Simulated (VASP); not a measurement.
BaTiO3:

```
Ba Ti O
1.0
     2.84021    1.63979    2.33137
    -2.84021    1.63979    2.33137
     0.00000   -3.27959    2.33137
Ba Ti O
1 1 3
Direct
  0.99680 0.99680 0.99680
  0.48340 0.48340 0.48340
  0.50982 0.50982 0.01936
  0.01936 0.50982 0.50982
  0.50982 0.01936 0.50982
```

Base run:

```yaml
Program: VASP 6.6.1
Functional: r2SCAN
Potentials_or_basis: VASP PAW PBE potentials, release 64 (Ba_sv, Ti_sv, O)
Cutoff: 520 eV
k_mesh: 6 × 6 × 6
Occupations: gaussian, width 0.01 eV
Spin: no spin polarisation
```

Its results: band gap on the k mesh 2.84 eV, indirect (least direct gap 3.30 eV); pressure 1.9 GPa; largest force 0.166 eV/Å.

**Question.** The run is repeated on the same cell with these changes: functional from r2SCAN to PBE; further incar settings from ALGO = Normal; EDIFF = 1e-07; NBANDS = 28 to ALGO = Normal; EDIFF = 1e-06; NBANDS = 28. What comes out?

**Answer.** Band gap on the k mesh 2.45 eV, indirect (least direct gap 2.90 eV); pressure 4.8 GPa; largest force 0.125 eV/Å.

Caveats: spin-orbit coupling is left out, which moves the levels of the heavy elements; the PAW data sets were made with another functional, which shifts forces and pressure a little (some runs).

A k mesh can miss the band edges.
